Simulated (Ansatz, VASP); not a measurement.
## SnSe: VASP beside Ansatz

```xyz
4
Lattice="4.2853 0.0000 0.0000 0.0000 4.2853 0.0000 0.0000 0.0000 10.9907" Properties=species:S:1:pos:R:3 pbc="T T T"
Sn    2.1427    0.0000    4.0911
Sn    0.0000    2.1427    6.8996
Se    2.1427    0.0000    6.7957
Se    0.0000    2.1427    4.2200
```

Alike in both runs: task single point; functional LDA; k mesh 6 × 6 × 2; no spin polarisation.

|  | VASP | Ansatz |
| --- | --- | --- |
| version | VASP 6.6.1 | Ansatz 0.2.0 |
| potentials or method | VASP PAW LDA potentials, release 64 (Sn_d, Se) | plane waves, PAW |
| plane-wave cutoff (eV) | 520 | 420 |
| occupations | gaussian, width 0.01 eV | fixed |
| valence electrons in the cell | 40 | 60 |

|  | VASP | Ansatz | Ansatz less VASP |
| --- | --- | --- | --- |
| rms of the force components (eV/Å) | 0.125 | 0.136 | +0.0108 |

LDA's correlation is that of Perdew and Zunger in VASP and of Perdew and Wang (1992) in Ansatz. Atom by atom the forces differ by 0.012 eV/Å (rms over components). VASP's potentials hold 40 valence electrons a cell and Ansatz's 60, so a difference there can come from the potentials and not from the codes.
